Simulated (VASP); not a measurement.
Set up this calculation in VASP 6.6.1, as the native input.

```yaml
Task: relaxation of cell and atoms
Functional: PBE
Potentials_or_basis: VASP PAW PBE potentials, release 64 (Si, F)
Cutoff: 600 eV
k_mesh: 7 × 7 × 7
Occupations: gaussian, width 0.2 eV
Spin: no spin polarisation
Dipole_correction: no
Further_INCAR_settings: ALGO = Normal; EDIFF = 1e-07; IBRION = 2; EDIFFG = -0.08; NSW = 36; ISIF = 3
```

The structure of SiF lies in POSCAR:

```
SiF
1.0
    0.0000000000      2.3891944500      2.3891944500
    2.3891944500      0.0000000000      2.3891944500
    2.3891944500      2.3891944500      0.0000000000
Si F
1 1
Direct
    0.5000000000      0.5000000000      0.5000000000
    0.0000000000      0.0000000000      0.0000000000
```

The cell was built from a structure type or drawn by symmetry, and may not be a known phase.

These files were run (other wordings do the same):

INCAR

```
PREC = Accurate ; ENCUT = 600
EDIFF = 1E-7 ; ISMEAR = 0
SIGMA = 0.2 ; LREAL = F
LASPH = T ; NELM = 120
ALGO = Normal ; ISIF = 3
LWAVE = F ; LCHARG = F
GGA = PE ; IBRION = 2
NSW = 36 ; EDIFFG = -0.08
GGA_COMPAT = F ; NELMIN = 4
```

KPOINTS

```
regular mesh
0
Gamma
  7 7 7
```

Potentials or basis: VASP PAW PBE potentials, release 64 (Si, F).

Run with:

```sh
$ cat potpaw_PBE.64/Si/POTCAR potpaw_PBE.64/F/POTCAR > POTCAR
$ mpirun -np 1 vasp_std > vasp.out
```

It gave:

The relaxed volume is 15.93 Å³/atom. The relaxed cell is a = 3.558 Å, b = 3.558 Å, c = 3.558 Å, α = 60.00°, β = 60.00°, γ = 60.00°. The space group after relaxing (to 0.1 Å) is Fm-3m (No. 225). The energy gained by relaxing is 90.8 meV/atom and the ionic steps are 3. The pressure after relaxing is 0.1 GPa. The band gap on the k mesh is zero (an odd number of electrons rules out a gap without spin polarisation).

Caveat: the volume moved by over 15 % at a fixed basis, so the end points are rough; an odd number of electrons without spin polarisation forces a metal; a magnetic or distorted state may lie lower.

It took 7.8 s on 1 thread of Intel(R) Xeon(R) 6975P-C (Granite Rapids), on a shared host, peak memory 0.15 GiB.
